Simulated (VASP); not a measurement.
# CaBr (P-6m2) in VASP: a series of runs

The runs below take CaBr through single point, with PBE.

Everything below comes from runs of VASP 6.6.1. Logs are shortened: lines on timing, memory, paths and dates and some standing lists are left out, and cuts for length are marked.

### Step 1. The cell of the first run

Symmetry: P-6m2, No. 187, hexagonal system. The conventional cell has a = 3.746 Å, b = 3.746 Å, c = 4.152 Å, α = 90.00°, β = 90.00°, γ = 120.00°. Within 3.9 Å of Ca (site symmetry -6m2) lie 6 Br at 3.00 Å and 6 Ca at 3.75 Å. Within 3.9 Å of Br (site symmetry -6m2) lie 6 Ca at 3.00 Å and 6 Br at 3.75 Å.

### Step 2. Single point, PBE

INCAR

```
SYSTEM = CaBr
PREC = Accurate ; ENCUT = 500
EDIFF = 1E-6 ; ISMEAR = 0
SIGMA = 0.1 ; LREAL = .False.
LASPH = .True. ; NELM = 120
ALGO = Normal ; ISIF = 2
LWAVE = .False. ; LCHARG = .False.
GGA = PE ; NBANDS = 16
GGA_COMPAT = .False.
```

KPOINTS

```
regular mesh
0
Gamma
  6 6 4
  0 0 0
```

POSCAR

```
CaBr
1.0
    3.7464971289      0.0000000000      0.0000000000
   -1.8732485644      3.2445616888      0.0000000000
    0.0000000000      0.0000000000      4.1520496520
Ca Br
1 1
Direct
    0.0000000000      0.0000000000      0.0000000000
    0.3333333333      0.6666666667      0.5000000000
```

Potentials or basis: VASP PAW PBE potentials, release 64 (Ca_sv, Br).

Started as:

```sh
> cat potpaw_PBE.64/Ca_sv/POTCAR potpaw_PBE.64/Br/POTCAR > POTCAR
> mpirun -np 1 vasp_std > vasp.out
```

OUTCAR:

```text
SYSTEM = CaBr
   PREC = Accurate
   ENCUT = 500
   EDIFF = 1E-6
   ISMEAR = 0
   LREAL = .False.
   LASPH = .True.
   NELM = 120
   ISIF = 2
   GGA = PE

 ion  position               nearest neighbor table
   1  0.000  0.000  0.000-
   2  0.333  0.667  0.500-

  LATTYP: Found a hexagonal cell.
 ALAT       =     3.7464971289
 C/A-ratio  =     1.1082484543

  Lattice vectors:

 A1 = (   3.7464971289,   0.0000000000,   0.0000000000)
 A2 = (  -1.8732485644,   3.2445616888,   0.0000000000)
 A3 = (   0.0000000000,   0.0000000000,   4.1520496520)

Analysis of symmetry for initial positions (statically):
=====================================================================
 Subroutine PRICEL returns:
 Original cell was already a primitive cell.

 Routine SETGRP: Setting up the symmetry group for a
 hexagonal supercell.

 Subroutine GETGRP returns: Found 12 space group operations
 (whereof 12 operations were pure point group operations)
 out of a pool of 24 trial point group operations.

The static configuration has the point symmetry D_3h.

Analysis of symmetry for dynamics (positions and initial velocities):
=====================================================================
 Subroutine PRICEL returns:
 Original cell was already a primitive cell.

 Routine SETGRP: Setting up the symmetry group for a
 hexagonal supercell.

 Subroutine GETGRP returns: Found 12 space group operations
 (whereof 12 operations were pure point group operations)
 out of a pool of 24 trial point group operations.

The dynamic configuration has the point symmetry D_3h.

 Subroutine INISYM returns: Found 12 space group operations
 (whereof 12 operations are pure point group operations),
 and found     1 'primitive' translations

----------------------------------------------------------------------------------------

                                     Primitive cell

  volume of cell :      50.4712

  direct lattice vectors                    reciprocal lattice vectors
     3.746497129  0.000000000  0.000000000     0.266915993  0.154104020  0.000000000
    -1.873248564  3.244561689  0.000000000     0.000000000  0.308208040  0.000000000
     0.000000000  0.000000000  4.152049652     0.000000000  0.000000000  0.240844904

  length of vectors
     3.746497129  3.746497129  4.152049652     0.308208040  0.308208040  0.240844904

  position of ions in fractional coordinates (direct lattice)
     0.000000000  0.000000000  0.000000000
     0.333333333  0.666666667  0.500000000

  ion indices of the primitive-cell ions
   primitive index   ion index
                 1           1
                 2           2

----------------------------------------------------------------------------------------

 KPOINTS: regular mesh

Automatic generation of k-mesh.
 Grid dimensions read from file:
 generate k-points for:    6    6    4

 Generating k-lattice:

  Cartesian coordinates                     Fractional coordinates (reciprocal lattice)
     0.044485999  0.025684003  0.000000000     0.166666667  0.000000000  0.000000000
     0.000000000  0.051368007  0.000000000     0.000000000  0.166666667  0.000000000
     0.000000000  0.000000000  0.060211226     0.000000000  0.000000000  0.250000000

  Length of vectors
     0.051368007  0.051368007  0.060211226

  Shift w.r.t. Gamma in fractional coordinates (k-lattice)
     0.000000000  0.000000000  0.000000000

 Subroutine IBZKPT returns following result:
 ===========================================

 Found     21 irreducible k-points:

 Following reciprocal coordinates:
            Coordinates               Weight
  0.000000  0.000000  0.000000      1.000000
  0.166667 -0.000000  0.000000      6.000000
  0.333333 -0.000000  0.000000      6.000000
  0.500000 -0.000000  0.000000      3.000000
  0.166667  0.166667  0.000000      6.000000
  0.333333  0.166667  0.000000     12.000000
[... 13 lines left out ...]
  0.333333  0.166667  0.500000     12.000000
  0.333333  0.333333  0.500000      2.000000
   k-points           NKPTS =     21   k-points in BZ     NKDIM =     21   number of bands    NBANDS=     16
   number of dos      NEDOS =    301   number of ions     NIONS =      2
   total plane-waves  NPLWV =  23520
   dimension x,y,z NGX =    28 NGY =   28 NGZ =   30
   dimension x,y,z NGXF=    56 NGYF=   56 NGZF=   60
   ions per type =               1   1
   NGX,Y,Z   is equivalent  to a cutoff of  12.42, 12.42, 12.01 a.u.
   NGXF,Y,Z  is equivalent  to a cutoff of  24.85, 24.85, 24.02 a.u.
 SYSTEM =  CaBr
   PREC   = accura    normal or accurate (medium, high low for compatibility)
   ISTART =      0    job   : 0-new  1-cont  2-samecut
   ICHARG =      2    charge: 1-file 2-atom 10-const
   ISPIN  =      1    spin polarized calculation?
   LNONCOLLINEAR =      F non collinear calculations
   LSORBIT =      F    spin-orbit coupling
   LASPH  =      T    aspherical Exc in radial PAW
   ENCUT  =  500.0 eV  36.75 Ry    6.06 a.u.   6.83  6.83  7.57*2*pi/ulx,y,z
   NELM   =    120;   NELMIN=  2; NELMDL= -5     # of ELM steps
   EDIFF  = 0.1E-05   stopping-criterion for ELM
   LREAL  =      F    real-space projection
   EDIFFG = 0.1E-04   stopping-criterion for IOM
   NSW    =      0    number of steps for IOM
   IBRION =     -1    ionic relax: 0-MD 1-quasi-New 2-CG
   NFREE  =      0    steps in history (QN), initial steepest desc. (CG)
   ISIF   =      2    stress and relaxation
   ISYM   =      2    0-nonsym 1-usesym 2-fastsym
   POTIM  = 0.5000    time-step for ionic-motion
   TEBEG  =    0.0;   TEEND  =   0.0 temperature during run
   PSTRESS=    0.0 pullay stress
   NELECT =      17.0000    total number of electrons
   NUPDOWN=      -1.0000    fix difference up-down
   EMIN   =  10.00;   EMAX   =-10.00  energy-range for DOS
   EFERMI =   0.00;   METHOD = LEGACY
   ISMEAR =     0;   SIGMA  =   0.10  broadening in eV -4-tet -1-fermi 0-gaus
   EFERMI_NEDOS =   21; number of points for ismear=-14 and -15
   IALGO  =     38    algorithm
   IMIX   =      4    mixing-type and parameters
     AMIX     =   0.40;   BMIX     =  1.00
     AMIX_MAG =   1.60;   BMIX_MAG =  1.00
  volume/ion in A,a.u.               =      25.24       170.30
  Fermi-wavevector in a.u.,A,eV,Ry     =   1.139051  2.152494 17.652703  1.297437
  Thomas-Fermi vector in A             =   2.275755
   LORBIT       =      0    0 simple, 1 ext, 2 COOP (PROOUT), +10 PAW based schemes
   GGA     = PE    functional components
   LHFCALC =     F    Hartree Fock is set to
   AEXX    =    0.0000 exact exchange contribution
   IVDW    =     0    specifies the selected vdW correction
   LEPSILON=     F    determine dielectric tensor
   LRPA    =     F    only Hartree local field effects (RPA)
 non-spin polarized calculation
 Gauss-broadening in eV      SIGMA  =   0.10
  energy-cutoff  :      500.00
  volume of cell :       50.47
 maximum number of plane-waves:      1299
 NGX is ok and might be reduce to    28
   NGX = 13   NGY = 13   NGZ = 15

 number of electron      17.0000005 magnetization

 Free energy of the ion-electron system (eV)
  ---------------------------------------------------
  ext. energy  EPLUGINS =         0.00000000
  ---------------------------------------------------
  free energy    TOTEN  =        -5.93321732 eV

  energy without entropy =       -5.92118052  energy(sigma->0) =       -5.92719892

 E-fermi :   5.6182     XC(G=0):  -9.3725

 val. band max:        5.5734834713   @ k =   0.1667  -0.0000   0.2500
 cond. band min:       5.6572197520   @ k =   0.1667   0.1667   0.5000
 fundamental gap:      0.0837362807
 Fermi energy:         5.6181824128

 k-point     1 :       0.0000    0.0000    0.0000
  band No.  band energies     occupation
      1     -36.3888      2.00000
      2     -17.4965      2.00000
      3     -17.3421      2.00000
      4     -17.3421      2.00000
      5     -12.4889      2.00000
      6      -0.1910      2.00000
[... 8 lines left out ...]
     15      11.9483      0.00000
     16      12.5307      0.00000

 k-point     2 :       0.1667   -0.0000    0.0000
  band No.  band energies     occupation
      1     -36.3842      2.00000
      2     -17.4872      2.00000
      3     -17.4029      2.00000
      4     -17.3537      2.00000
      5     -12.3543      2.00000
      6      -0.1983      2.00000
[... 8 lines left out ...]
     15      11.5460      0.00000
     16      13.2804      0.00000

 k-point     3 :       0.3333   -0.0000    0.0000
  band No.  band energies     occupation
      1     -36.3748      2.00000
      2     -17.5196      2.00000
      3     -17.4685      2.00000
      4     -17.3768      2.00000
      5     -12.0749      2.00000
      6      -1.3496      2.00000
[... 8 lines left out ...]
     15      11.8124      0.00000
     16      12.6481      0.00000

 k-point     4 :       0.5000   -0.0000    0.0000
  band No.  band energies     occupation
      1     -36.3701      2.00000
      2     -17.5757      2.00000
      3     -17.4592      2.00000
      4     -17.3883      2.00000
      5     -11.9285      2.00000
      6      -1.8864      2.00000
[... 8 lines left out ...]
     15      10.8629      0.00000
     16      12.7763      0.00000
[... 267 lines left out ...]
 k-point    19 :       0.1667    0.1667    0.5000
  band No.  band energies     occupation
      1     -36.3743      2.00000
      2     -17.5684      2.00000
      3     -17.4503      2.00000
      4     -17.3733      2.00000
      5     -12.0208      2.00000
      6      -1.4072      2.00000
[... 8 lines left out ...]
     15      11.0410      0.00000
     16      12.4459      0.00000

 k-point    20 :       0.3333    0.1667    0.5000
  band No.  band energies     occupation
      1     -36.3674      2.00000
      2     -17.5276      2.00000
      3     -17.5068      2.00000
      4     -17.4058      2.00000
      5     -11.9417      2.00000
      6      -1.2147      2.00000
[... 8 lines left out ...]
     15      10.7352      0.00000
     16      11.0118      0.00000

 k-point    21 :       0.3333    0.3333    0.5000
  band No.  band energies     occupation
      1     -36.3652      2.00000
      2     -17.5142      2.00000
      3     -17.4805      2.00000
      4     -17.4621      2.00000
      5     -11.9130      2.00000
      6      -1.1254      2.00000
[... 8 lines left out ...]
     15      10.4684      0.00000
     16      12.2198      0.00000

------------------------ aborting loop because EDIFF is reached ----------------------------------------

  FORCE on cell =-STRESS in cart. coord.  units (eV):
  Direction    XX          YY          ZZ          XY          YZ          ZX
  --------------------------------------------------------------------------------------
  -------------------------------------------------------------------------------------
  Total        1.4223107      1.4223107      1.5972454      0.0000000      0.0000000     -0.0000000
  in kB       45.1503454     45.1503454     50.7035368      0.0000000      0.0000000     -0.0000000
  external PRESSURE =      47.0014092 kB  Pullay stress =       0.0000000 kB

 VOLUME and BASIS-vectors are now :
 -----------------------------------------------------------------------------
  energy-cutoff  :      500.00
  volume of cell :       50.47
      direct lattice vectors                 reciprocal lattice vectors
     3.746497129  0.000000000  0.000000000     0.266915993  0.154104020  0.000000000
    -1.873248564  3.244561689  0.000000000     0.000000000  0.308208040  0.000000000
     0.000000000  0.000000000  4.152049652     0.000000000  0.000000000  0.240844904

 POSITION                                       TOTAL-FORCE (eV/Angst)
 -----------------------------------------------------------------------------------
      0.00000      0.00000      0.00000        -0.000000      0.000000      0.000000
     -0.00000      2.16304      2.07602         0.000000     -0.000000      0.000000
 -----------------------------------------------------------------------------------
    total drift:                                0.000000     -0.000000     -0.000000

  FREE ENERGIE OF THE ION-ELECTRON SYSTEM (eV)
  ---------------------------------------------------
  free  energy   TOTEN  =        -5.9332173227 eV

  energy  without entropy=       -5.9211805174  energy(sigma->0) =       -5.92719892
```

Wall time 7.3 s (1 thread of AMD EPYC 9R45 (Zen 5), shared host); peak memory 0.13 GiB.

Results:

```yaml
Free_energy: -5.9332 eV
Pressure: 4.7 GPa
Band_gap_on_the_k_mesh: zero (an odd number of electrons rules out a gap without spin polarisation)
```

Stress tensor (GPa, compression positive):
```
4.52 0.00 0.00
0.00 4.52 0.00
0.00 0.00 5.07
```

Caveat: the k points lie up to 0.38 Å⁻¹ apart, too coarse for converged energies and pressures of a metal; an odd number of electrons without spin polarisation forces a metal; a magnetic or distorted state may lie lower.

(Continued in part 2 of 2.)
